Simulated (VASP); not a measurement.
Here is a VASP 6.6.1 calculation.

INCAR

```
SYSTEM = MgO
ALGO = Normal
EDIFF = 1E-6
ENCUT = 520
GGA = PE
ISIF = 2
ISMEAR = -1
LASPH = .True.
LCHARG = .False.
LREAL = .False.
LWAVE = .False.
NBANDS = 11
NELM = 100
PREC = Accurate
SIGMA = 0.02
```

KPOINTS

```
k-points
0
Gamma
  10 10 10
  0 0 0
```

File POSCAR:

```
MgO
1.0
    0.0000000000      2.1021674168      2.1021674168
    2.1021674168      0.0000000000      2.1021674168
    2.1021674168      2.1021674168      0.0000000000
Mg O
1 1
Direct
    0.0000000000      0.0000000000      0.0000000000
    0.5000000000      0.5000000000      0.5000000000
```

Potentials or basis: VASP PAW PBE potentials, release 64 (Mg, O).

Command:

```bash
$ cat potpaw_PBE.64/Mg/POTCAR potpaw_PBE.64/O/POTCAR > POTCAR
$ mpirun -np 1 vasp_std > vasp.out
```

(1) Estimate the band gap on the k mesh.

(2) What does it give for the pressure?

## Answers

(1) 4.78 eV, direct.

(2) 4.9 GPa.
